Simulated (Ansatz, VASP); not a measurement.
AlNi: VASP beside Ansatz

```
Ni Al
1.0
     2.88100    0.00000    0.00000
     0.00000    2.88100    0.00000
     0.00000    0.00000    2.88100
Ni Al
1 1
Cartesian
  1.4405 1.4405 1.4405
  0.0000 0.0000 0.0000
```

Alike in both runs: task relaxation of cell and atoms; functional PBE; k mesh 9 × 9 × 9; occupations fermi-dirac, width 0.05 eV; collinear spin.

|  | VASP | Ansatz |
| --- | --- | --- |
| version | VASP 6.6.1 | Ansatz 0.2.0 |
| potentials or method | VASP PAW PBE potentials, release 64 (Ni, Al) | Ansatz PAW |
| plane-wave cutoff (eV) | 600 | 420 |
| valence electrons in the cell | 13 | 21 |

```tsv
	VASP	Ansatz	Ansatz less VASP
gap on the k mesh at the Fermi level, each at its own relaxed structure (eV)	none	none	-
net moment per atom (μB)	0.00	0.00	0.000
relaxed volume (Å³/atom)	12.10	12.10	+0.002
relaxed cell length with the largest relative difference (Å)	2.892	2.892	+0.0002
```

A gap of «none» marks a metal or a gap that the smearing closes. VASP's potentials hold 13 valence electrons a cell and Ansatz's 21, so a difference there can come from the potentials and not from the codes.

Noted on Ansatz's run: the plane-wave basis is chosen anew once the cell has moved, so the energies of steps on either side of that aren't comparable.
